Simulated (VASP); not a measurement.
Input of a VASP 6.6.1 run:

Contents of INCAR:

```
SYSTEM = CuO
ALGO     = Normal         ! electronic algorithm
EDIFF    = 1E-7           ! SCF threshold, eV
ENCUT    = 520            ! plane-wave cutoff, eV
GGA      = RP             ! functional
ISIF     = 2              ! what is computed and relaxed
ISMEAR   = -1             ! smearing method
IVDW     = 12             ! dispersion correction
LASPH    = .TRUE.         ! aspherical terms in the spheres
LCHARG   = .TRUE.         ! write CHGCAR
LELF     = .TRUE.         ! ELF
LREAL    = .FALSE.        ! projectors in reciprocal space
LVHAR    = .TRUE.       
LWAVE    = .FALSE.        ! write WAVECAR
NBANDS   = 25             ! bands
NELM     = 100            ! most SCF steps
PREC     = Accurate       ! precision mode
SIGMA    = 0.05           ! smearing width, eV
```

Contents of KPOINTS:

```
k-points
0
G
  10 10 5
  0 0 0
```

POSCAR

```
CuO
1.0
    2.2940437287     -1.6763657078      0.0000000000
    2.2940437287      1.6763657078      0.0000000000
   -0.8326750593      0.0000000000      4.9546185987
Cu O
2 2
Direct
    0.5000000000      0.0000000000      0.5000000000
    0.0000000000      0.5000000000      0.0000000000
    0.4184000000      0.5816000000      0.7500000000
    0.5816000000      0.4184000000      0.2500000000
```

Potentials or basis: VASP PAW PBE potentials, release 64 (Cu, O).

Run with:

```console
$ cat potpaw_PBE.64/Cu/POTCAR potpaw_PBE.64/O/POTCAR > POTCAR
$ mpirun -np 1 vasp_std > vasp.out
```

(1) What does it give for the largest force?

(2) Predict the band gap on the k mesh.

(3) What does it give for the dispersion energy per atom?

(4) What does it give for the pressure?

Answers

(1) 0.130 eV/Å.

(2) zero (bands 17 and 18 overlap by 0.60 eV).

(3) -1.251 eV.

(4) 0.1 GPa.

Caveat: the stress differs along the axes, from -4 to 2 GPa; the dispersion term is far too large for a dense solid, which distorts pressure and volume; the PAW data sets were made with another functional, which shifts forces and pressure a little; semilocal functionals often make such compounds metallic where correlation or magnetic order opens a gap, which also shifts bond lengths.
